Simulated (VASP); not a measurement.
A run of VASP 6.6.1 is set up as follows.

INCAR

```
SYSTEM = BaTiO3
PREC = Accurate
ENCUT = 520
EDIFF = 1E-7
ISMEAR = -1
SIGMA = 0.05
LREAL = .FALSE.
LASPH = .TRUE.
NELM = 100
ALGO = Normal
ISIF = 2
LWAVE = .FALSE.
LCHARG = .TRUE.
GGA = PS
LELF = .TRUE.
LVHAR = .TRUE.
NBANDS = 28
```

File KPOINTS:

```
regular mesh
0
G
  6 6 6
  0 0 0
```

The input POSCAR:

```
BaTiO3
1.0
    3.9855000000      0.0000000000      0.0000000000
    0.0000000000      2.8369000000      2.8451500000
    0.0000000000     -2.8369000000      2.8451500000
Ba Ti O
1 1 3
Direct
    0.0000000000      0.0000000000      0.0000000000
    0.5000000000      0.5124000000      0.5124000000
    0.0000000000      0.4874000000      0.4874000000
    0.5000000000      0.5052400000      0.9918400000
    0.5000000000      0.9918400000      0.5052400000
```

Potentials or basis: VASP PAW PBE potentials, release 64 (Ba_sv, Ti_sv, O).

The run is started by

```console
$ cat potpaw_PBE.64/Ba_sv/POTCAR potpaw_PBE.64/Ti_sv/POTCAR potpaw_PBE.64/O/POTCAR > POTCAR
$ mpirun -np 1 vasp_std > vasp.out
```

What does it give for the pressure?

-2.1 GPa.

Predict the largest force.

0.278 eV/Å.

Predict the band gap on the k mesh.

1.80 eV, indirect (least direct gap 2.01 eV).

Forces on the atoms (eV/Å):
```
Ba   0.000  0.000  0.154
Ti   0.000  0.000  0.182
O    0.000  0.000  0.220
O    0.000  0.009 -0.278
O    0.000 -0.009 -0.278
```

Caveat: the PAW data sets were made with another functional, which shifts forces and pressure a little; spin-orbit coupling is left out, which moves the levels of the heavy elements. A k mesh can miss the band edges.
